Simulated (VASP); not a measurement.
# BaZnSbF (P4/nmm) in VASP: notebook

Runs on BaZnSbF. Level: PBE. Tasks: single point.

Everything below comes from runs of VASP 6.6.1. Logs are shortened: lines on timing, memory, paths and dates and some standing lists are left out, and cuts for length are marked.

### 1 The cell of the first run

The structure is tetragonal, space group P4/nmm (No. 129). The conventional cell has a = 4.376 Å, b = 4.376 Å, c = 9.054 Å, α = 90.00°, β = 90.00°, γ = 90.00°. Ba (site symmetry 4mm) has 4 F at 2.67 Å and 4 Sb at 3.53 Å and 4 Zn at 3.71 Å within 3.8 Å. Within 3.4 Å of Zn (site symmetry -4m2) lie 4 Sb at 2.54 Å and 4 Zn at 3.09 Å. Sb (site symmetry 4mm) has 4 Zn at 2.54 Å and 4 Ba at 3.53 Å within 3.6 Å. F (site symmetry -4m2) has 4 Ba at 2.67 Å and 4 F at 3.09 Å within 3.5 Å.

### 2 Single point, PBE (strained and its atoms moved)

INCAR reads:

```
PREC = Accurate
ENCUT = 520
EDIFF = 1E-6
ISMEAR = 0
SIGMA = 0.1
LREAL = False
LASPH = True
NELM = 80
ALGO = Normal
ISIF = 2
LWAVE = False
LCHARG = False
GGA = PE
NBANDS = 44
```

KPOINTS reads:

```
Automatic mesh
0
Gamma
  8 8 4
```

POSCAR reads:

```
BaZnSbF
1.0
    4.3756361145      0.0000000000      0.0000000000
    0.0000000000      4.3756361145      0.0000000000
    0.0000000000      0.0000000000      9.0539994017
Ba Zn Sb F
2 2 2 2
Direct
    0.0000000000      0.5000000000      0.3302755428
    0.5000000000      0.0000000000      0.6697244572
    0.5000000000      0.5000000000      0.0000000000
    0.0000000000      0.0000000000      0.0000000000
    0.5000000000      0.0000000000      0.1432296288
    0.0000000000      0.5000000000      0.8567703712
    0.5000000000      0.5000000000      0.5000000000
    0.0000000000      0.0000000000      0.5000000000
```

Potentials or basis: VASP PAW PBE potentials, release 64 (Ba_sv, Zn, Sb, F).

Started as:

```bash
cat potpaw_PBE.64/Ba_sv/POTCAR potpaw_PBE.64/Zn/POTCAR potpaw_PBE.64/Sb/POTCAR potpaw_PBE.64/F/POTCAR > POTCAR
mpirun -np 1 vasp_std > vasp.out
```

OUTCAR:

```text
PREC = Accurate
   ENCUT = 520
   EDIFF = 1E-6
   ISMEAR = 0
   LREAL = False
   LASPH = True
   NELM = 80
   ISIF = 2
   GGA = PE

 ion  position               nearest neighbor table
   1  0.000  0.500  0.330-   7 2.67   8 2.67   8 2.67   7 2.67   5 3.53   5 3.53   5 3.53   5 3.53
                             3 3.71   4 3.71   4 3.71   3 3.71   2 4.36   2 4.36   2 4.36   2 4.36
   2  0.500  0.000  0.670-   7 2.67   8 2.67   7 2.67   8 2.67   6 3.53   6 3.53   6 3.53   6 3.53
                             4 3.71   3 3.71   4 3.71   3 3.71   1 4.36   1 4.36   1 4.36   1 4.36
   3  0.500  0.500  0.000-   5 2.54   6 2.54   5 2.54   6 2.54   2 3.71   1 3.71   1 3.71   2 3.71

   4  0.000  0.000  0.000-   5 2.54   6 2.54   6 2.54   5 2.54   1 3.71   1 3.71   2 3.71   2 3.71

   5  0.500  0.000  0.143-   3 2.54   4 2.54   3 2.54   4 2.54   1 3.53   1 3.53   1 3.53   1 3.53

   6  0.000  0.500  0.857-   3 2.54   4 2.54   4 2.54   3 2.54   2 3.53   2 3.53   2 3.53   2 3.53

   7  0.500  0.500  0.500-   1 2.67   2 2.67   2 2.67   1 2.67
   8  0.000  0.000  0.500-   1 2.67   2 2.67   1 2.67   2 2.67

  LATTYP: Found a simple tetragonal cell.
 ALAT       =     4.3756361145
 C/A-ratio  =     2.0691847230

  Lattice vectors:

 A1 = (   4.3756361145,   0.0000000000,   0.0000000000)
 A2 = (   0.0000000000,   4.3756361145,   0.0000000000)
 A3 = (   0.0000000000,   0.0000000000,   9.0539994017)

Analysis of symmetry for initial positions (statically):
=====================================================================
 Subroutine PRICEL returns:
 Original cell was already a primitive cell.

 Routine SETGRP: Setting up the symmetry group for a
 simple tetragonal supercell.

 Subroutine GETGRP returns: Found 16 space group operations
 (whereof  8 operations were pure point group operations)
 out of a pool of 16 trial point group operations.

The static configuration has the point symmetry D_2d.
 The point group associated with its full space group is D_4h.

Analysis of symmetry for dynamics (positions and initial velocities):
=====================================================================
 Subroutine PRICEL returns:
 Original cell was already a primitive cell.

 Routine SETGRP: Setting up the symmetry group for a
 simple tetragonal supercell.

 Subroutine GETGRP returns: Found 16 space group operations
 (whereof  8 operations were pure point group operations)
 out of a pool of 16 trial point group operations.

The dynamic configuration has the point symmetry D_2d.
 The point group associated with its full space group is D_4h.

 Subroutine INISYM returns: Found 16 space group operations
 (whereof  8 operations are pure point group operations),
 and found     1 'primitive' translations

----------------------------------------------------------------------------------------

                                     Primitive cell

  volume of cell :     173.3496

  direct lattice vectors                    reciprocal lattice vectors
     4.375636114  0.000000000  0.000000000     0.228538200  0.000000000  0.000000000
     0.000000000  4.375636114  0.000000000     0.000000000  0.228538200  0.000000000
     0.000000000  0.000000000  9.053999402     0.000000000  0.000000000  0.110448428

  length of vectors
     4.375636114  4.375636114  9.053999402     0.228538200  0.228538200  0.110448428

  position of ions in fractional coordinates (direct lattice)
     0.000000000  0.500000000  0.330275543
     0.500000000  0.000000000  0.669724457
     0.500000000  0.500000000  0.000000000
     0.000000000  0.000000000  0.000000000
     0.500000000  0.000000000  0.143229629
     0.000000000  0.500000000  0.856770371
     0.500000000  0.500000000  0.500000000
     0.000000000  0.000000000  0.500000000

  ion indices of the primitive-cell ions
   primitive index   ion index
                 1           1
                 2           2
                 3           3
                 4           4
                 5           5
                 6           6
                 7           7
                 8           8

----------------------------------------------------------------------------------------

 KPOINTS: Automatic mesh

Automatic generation of k-mesh.
 Grid dimensions read from file:
 generate k-points for:    8    8    4

 Generating k-lattice:

  Cartesian coordinates                     Fractional coordinates (reciprocal lattice)
     0.028567275  0.000000000  0.000000000     0.125000000  0.000000000  0.000000000
     0.000000000  0.028567275  0.000000000     0.000000000  0.125000000  0.000000000
     0.000000000  0.000000000  0.027612107     0.000000000  0.000000000  0.250000000

  Length of vectors
     0.028567275  0.028567275  0.027612107

  Shift w.r.t. Gamma in fractional coordinates (k-lattice)
     0.000000000  0.000000000  0.000000000

 Subroutine IBZKPT returns following result:
 ===========================================

 Found     45 irreducible k-points:

 Following reciprocal coordinates:
            Coordinates               Weight
  0.000000  0.000000  0.000000      1.000000
  0.125000  0.000000  0.000000      4.000000
  0.250000  0.000000  0.000000      4.000000
  0.375000  0.000000  0.000000      4.000000
  0.500000  0.000000  0.000000      2.000000
  0.125000  0.125000  0.000000      4.000000
[... 16 lines left out ...]
  0.375000  0.125000  0.250000     16.000000
  0.500000  0.125000  0.250000      8.000000
 [... further k-points ...]
   k-points           NKPTS =     45   k-points in BZ     NKDIM =     45   number of bands    NBANDS=     44
   number of dos      NEDOS =    301   number of ions     NIONS =      8
   total plane-waves  NPLWV =  90720
   dimension x,y,z NGX =    36 NGY =   36 NGZ =   70
   dimension x,y,z NGXF=    72 NGYF=   72 NGZF=  140
   ions per type =               2   2   2   2
   NGX,Y,Z   is equivalent  to a cutoff of  13.68, 13.68, 12.85 a.u.
   NGXF,Y,Z  is equivalent  to a cutoff of  27.36, 27.36, 25.71 a.u.
 SYSTEM =  unknown system
   PREC   = accura    normal or accurate (medium, high low for compatibility)
   ISTART =      0    job   : 0-new  1-cont  2-samecut
   ICHARG =      2    charge: 1-file 2-atom 10-const
   ISPIN  =      1    spin polarized calculation?
   LNONCOLLINEAR =      F non collinear calculations
   LSORBIT =      F    spin-orbit coupling
   LASPH  =      T    aspherical Exc in radial PAW
   ENCUT  =  520.0 eV  38.22 Ry    6.18 a.u.   8.14  8.14 16.83*2*pi/ulx,y,z
   NELM   =     80;   NELMIN=  2; NELMDL= -5     # of ELM steps
   EDIFF  = 0.1E-05   stopping-criterion for ELM
   LREAL  =      F    real-space projection
   EDIFFG = 0.1E-04   stopping-criterion for IOM
   NSW    =      0    number of steps for IOM
   IBRION =     -1    ionic relax: 0-MD 1-quasi-New 2-CG
   NFREE  =      0    steps in history (QN), initial steepest desc. (CG)
   ISIF   =      2    stress and relaxation
   ISYM   =      2    0-nonsym 1-usesym 2-fastsym
   POTIM  = 0.5000    time-step for ionic-motion
   TEBEG  =    0.0;   TEEND  =   0.0 temperature during run
   PSTRESS=    0.0 pullay stress
   NELECT =      68.0000    total number of electrons
   NUPDOWN=      -1.0000    fix difference up-down
   EMIN   =  10.00;   EMAX   =-10.00  energy-range for DOS
   EFERMI =   0.00;   METHOD = LEGACY
   ISMEAR =     0;   SIGMA  =   0.10  broadening in eV -4-tet -1-fermi 0-gaus
   EFERMI_NEDOS =   21; number of points for ismear=-14 and -15
   IALGO  =     38    algorithm
   IMIX   =      4    mixing-type and parameters
     AMIX     =   0.40;   BMIX     =  1.00
     AMIX_MAG =   1.60;   BMIX_MAG =  1.00
  volume/ion in A,a.u.               =      21.67       146.23
  Fermi-wavevector in a.u.,A,eV,Ry     =   1.198405  2.264657 19.540332  1.436174
  Thomas-Fermi vector in A             =   2.334295
   LORBIT       =      0    0 simple, 1 ext, 2 COOP (PROOUT), +10 PAW based schemes
   GGA     = PE    functional components
   LHFCALC =     F    Hartree Fock is set to
   AEXX    =    0.0000 exact exchange contribution
   IVDW    =     0    specifies the selected vdW correction
   LEPSILON=     F    determine dielectric tensor
   LRPA    =     F    only Hartree local field effects (RPA)
 non-spin polarized calculation
 Gauss-broadening in eV      SIGMA  =   0.10
  energy-cutoff  :      520.00
  volume of cell :      173.35
 maximum number of plane-waves:      4704
 NGX is ok and might be reduce to    36
   NGX = 17   NGY = 17   NGZ = 33

 number of electron      67.9999953 magnetization

 Free energy of the ion-electron system (eV)
  ---------------------------------------------------
  ext. energy  EPLUGINS =         0.00000000
  ---------------------------------------------------
  free energy    TOTEN  =       -30.80301355 eV

  energy without entropy =      -30.79546327  energy(sigma->0) =      -30.79923841

 E-fermi :   4.7191     XC(G=0):  -9.9025

 val. band max:        4.7119178135   @ k =   0.1250   0.0000   0.0000
 cond. band min:       4.7220680417   @ k =   0.1250   0.0000   0.0000
 fundamental gap:      0.0101502282
 Fermi energy:         4.7191423721

 k-point     1 :       0.0000    0.0000    0.0000
  band No.  band energies     occupation
      1     -22.9963      2.00000
      2     -22.8535      2.00000
      3     -18.8081      2.00000
      4     -18.7292      2.00000
      5      -8.3411      2.00000
      6      -8.1917      2.00000
[... 36 lines left out ...]
     43       9.5584      0.00000
     44       9.6296      0.00000

 k-point     2 :       0.1250    0.0000    0.0000
  band No.  band energies     occupation
      1     -22.9844      2.00000
      2     -22.8520      2.00000
      3     -18.8138      2.00000
      4     -18.7415      2.00000
      5      -8.3618      2.00000
      6      -8.2911      2.00000
[... 36 lines left out ...]
     43       9.4023      0.00000
     44       9.5304      0.00000

 k-point     3 :       0.2500    0.0000    0.0000
  band No.  band energies     occupation
      1     -22.9530      2.00000
      2     -22.8509      2.00000
      3     -18.8269      2.00000
      4     -18.7729      2.00000
      5      -8.3931      2.00000
      6      -8.3696      2.00000
[... 36 lines left out ...]
     43       9.2845      0.00000
     44       9.4749      0.00000

 k-point     4 :       0.3750    0.0000    0.0000
  band No.  band energies     occupation
      1     -22.9133      2.00000
      2     -22.8577      2.00000
      3     -18.8366      2.00000
      4     -18.8082      2.00000
      5      -8.3946      2.00000
      6      -8.3877      2.00000
[... 882 lines left out ...]
     43       9.3219      0.00000
     44       9.5640      0.00000

 k-point    23 :       0.3750    0.1250    0.2500
  band No.  band energies     occupation
      1     -22.9045      2.00000
      2     -22.8530      2.00000
      3     -18.8444      2.00000
      4     -18.8184      2.00000
      5      -8.4394      2.00000
      6      -8.3296      2.00000
[... 36 lines left out ...]
     43       9.5098      0.00000
     44       9.7150      0.00000

 k-point    24 :       0.5000    0.1250    0.2500
  band No.  band energies     occupation
      1     -22.8719      2.00000
      2     -22.8719      2.00000
      3     -18.8408      2.00000
      4     -18.8408      2.00000
      5      -8.3653      2.00000
      6      -8.3653      2.00000
[... 36 lines left out ...]
     43       9.8509      0.00000
     44       9.8509      0.00000

 [... further k-points ...]

------------------------ aborting loop because EDIFF is reached ----------------------------------------

  FORCE on cell =-STRESS in cart. coord.  units (eV):
  Direction    XX          YY          ZZ          XY          YZ          ZX
  --------------------------------------------------------------------------------------
  -------------------------------------------------------------------------------------
  Total       12.4380781     12.4380781     11.1453891      0.0000000      0.0000000      0.0000000
  in kB      114.9584779    114.9584779    103.0108471      0.0000000      0.0000000      0.0000000
  external PRESSURE =     110.9759343 kB  Pullay stress =       0.0000000 kB

 VOLUME and BASIS-vectors are now :
 -----------------------------------------------------------------------------
  energy-cutoff  :      520.00
  volume of cell :      173.35
      direct lattice vectors                 reciprocal lattice vectors
     4.375636114  0.000000000  0.000000000     0.228538200  0.000000000  0.000000000
     0.000000000  4.375636114  0.000000000     0.000000000  0.228538200  0.000000000
     0.000000000  0.000000000  9.053999402     0.000000000  0.000000000  0.110448428

 POSITION                                       TOTAL-FORCE (eV/Angst)
 -----------------------------------------------------------------------------------
      0.00000      2.18782      2.99031         0.000000      0.000000      0.594430
      2.18782      0.00000      6.06368        -0.000000      0.000000     -0.594430
      2.18782      2.18782      0.00000         0.000000      0.000000      0.000000
      0.00000      0.00000      0.00000        -0.000000     -0.000000      0.000000
      2.18782      0.00000      1.29680        -0.000000     -0.000000      2.554782
      0.00000      2.18782      7.75720         0.000000      0.000000     -2.554782
      2.18782      2.18782      4.52700        -0.000000      0.000000      0.000000
      0.00000      0.00000      4.52700        -0.000000     -0.000000      0.000000
 -----------------------------------------------------------------------------------
    total drift:                                0.000000      0.000000     -0.000000

  FREE ENERGIE OF THE ION-ELECTRON SYSTEM (eV)
  ---------------------------------------------------
  free  energy   TOTEN  =       -30.8030135514 eV

  energy  without entropy=      -30.7954632725  energy(sigma->0) =      -30.79923841
```

Run time: 5.8 min. Hardware: 1 thread of Intel Xeon Platinum 8259CL at 2.50GHz (Skylake/Cascade Lake), shared host; peak memory 0.51 GiB.

What came out:

* Free energy: -30.8030 eV
* Pressure: 11.1 GPa
* Largest force: 2.555 eV/Å
* Band gap on the k mesh: zero (bands 34 and 35 overlap by 0.13 eV)

Forces in eV/Å, atoms in the order of the input:
```
Ba   0.000  0.000  0.594
Ba   0.000  0.000 -0.594
Zn   0.000  0.000  0.000
Zn   0.000  0.000  0.000
Sb   0.000  0.000  2.555
Sb   0.000  0.000 -2.555
F    0.000  0.000  0.000
F    0.000  0.000  0.000
```

Caveat: the cell differs from its parent crystal (strained and its atoms moved); the cell stands under pressure; semilocal functionals underestimate gaps, and a narrow one can read as zero; spin-orbit coupling is left out, which moves the levels of the heavy elements; forces of over 1 eV/Å act on the atoms, so gaps and moduli don't describe the material at rest.

### 3 Single point, PBE (strained)

INCAR reads:

```
SYSTEM = BaZnSbF
PREC = Accurate ; ENCUT = 520
EDIFF = 1E-6 ; ISMEAR = 0
SIGMA = 0.1 ; LREAL = .False.
LASPH = .True. ; NELM = 80
ALGO = Normal ; ISIF = 2
LWAVE = .False. ; LCHARG = .False.
GGA = PE ; NBANDS = 44
```

KPOINTS reads:

```
regular mesh
0
Gamma
  8 8 4
  0 0 0
```

POSCAR reads:

```
BaZnSbF
1.0
    4.2650768160      0.0000000000      0.0000000000
    0.0000000000      4.2650768160      0.0000000000
    0.0000000000      0.0000000000      9.5438250036
Ba Zn Sb F
2 2 2 2
Direct
    0.0000000000      0.5000000000      0.3543683327
    0.5000000000      0.0000000000      0.6456316673
    0.5000000000      0.5000000000      0.0000000000
    0.0000000000      0.0000000000      0.0000000000
    0.5000000000      0.0000000000      0.1965088616
    0.0000000000      0.5000000000      0.8034911384
    0.5000000000      0.5000000000      0.5000000000
    0.0000000000      0.0000000000      0.5000000000
```

Potentials or basis: VASP PAW PBE potentials, release 64 (Ba_sv, Zn, Sb, F).

Started as:

```bash
cat potpaw_PBE.64/Ba_sv/POTCAR potpaw_PBE.64/Zn/POTCAR potpaw_PBE.64/Sb/POTCAR potpaw_PBE.64/F/POTCAR > POTCAR
mpirun -np 1 vasp_std > vasp.out
```

Wall time 4.9 min (1 thread of Intel Xeon Platinum 8259CL at 2.50GHz (Skylake/Cascade Lake), shared host); peak memory 0.47 GiB.

The run converged. Its results:

| Property | Result |
| --- | --- |
| Free energy | -31.0320 eV |
| Pressure | 8.1 GPa |
| Largest force | 1.953 eV/Å |
| Band gap on the k mesh | zero (filled and empty bands touch) |

Forces on the atoms (eV/Å):
```
Ba   0.000  0.000 -0.749
Ba   0.000  0.000  0.749
Zn   0.000  0.000  0.000
Zn   0.000  0.000  0.000
Sb   0.000  0.000 -1.953
Sb   0.000  0.000  1.953
F    0.000  0.000  0.000
F    0.000  0.000  0.000
```

Stress tensor (GPa, compression positive):
```
10.20  0.00  0.00
 0.00 10.20  0.00
 0.00  0.00  3.90
```

Levels at points of the mesh, in eV from the Fermi level:
| k point | band 30 | band 31 | band 32 | band 33 | band 34 | band 35 | band 36 | band 37 | band 38 | band 39 |
| --- | --- | --- | --- | --- | --- | --- | --- | --- | --- | --- |
| (0.00, 0.00, 0.00) | -1.64 | -1.64 | -1.58 | -0.05 | -0.05 | -0.05 | 1.94 | 1.95 | 2.04 | 2.71 |
| (0.50, 0.00, 0.00) | -4.77 | -1.95 | -1.95 | -0.85 | -0.85 | 1.49 | 1.49 | 2.21 | 2.21 | 3.18 |
| (0.50, 0.50, 0.00) | -4.58 | -2.82 | -2.82 | -2.82 | -2.82 | 1.26 | 1.26 | 1.39 | 1.39 | 5.24 |
| (0.00, 0.00, 0.50) | -1.89 | -1.62 | -1.62 | -0.08 | -0.08 | 0.07 | 1.31 | 1.88 | 2.27 | 3.59 |
| (0.50, 0.00, 0.50) | -4.77 | -1.81 | -1.81 | -0.84 | -0.84 | 1.53 | 1.53 | 2.25 | 2.25 | 3.18 |
| (0.50, 0.50, 0.50) | -4.55 | -2.84 | -2.84 | -2.80 | -2.80 | 1.28 | 1.28 | 1.78 | 1.78 | 4.15 |

Caveat: the cell differs from its parent crystal (strained); the stress differs along the axes, from 4 to 10 GPa; semilocal functionals underestimate gaps, and a narrow one can read as zero; spin-orbit coupling is left out, which moves the levels of the heavy elements; forces of over 1 eV/Å act on the atoms, so gaps and moduli don't describe the material at rest.

(Part 1 of 2 ends here.)

The gap in the log of VASP goes by the Fermi energy; the results here count the filled bands.